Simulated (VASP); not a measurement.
Input of a VASP 6.6.1 run:

File INCAR:

```
SYSTEM = Au
PREC = Accurate
ENCUT = 500
EDIFF = 1E-6
ISMEAR = 0
SIGMA = 0.05
LREAL = .False.
LASPH = .True.
NELM = 120
ALGO = Normal
ISIF = 2
LWAVE = .False.
LCHARG = .False.
GGA = PE
NBANDS = 12
GGA_COMPAT = .False.
```

KPOINTS

```
Automatic mesh
0
Gamma
  8 8 8
  0 0 0
```

POSCAR

```
Au
1.0
   -1.6522647278      1.6522647278      1.6522647278
    1.6522647278     -1.6522647278      1.6522647278
    1.6522647278      1.6522647278     -1.6522647278
Au
1
Direct
    0.0000000000      0.0000000000      0.0000000000
```

Potentials or basis: VASP PAW PBE potentials, release 64 (Au).

Command:

```sh
$ cat potpaw_PBE.64/Au/POTCAR > POTCAR
$ mpirun -np 1 vasp_std > vasp.out
```

What does it give for the pressure?

-0.3 GPa.
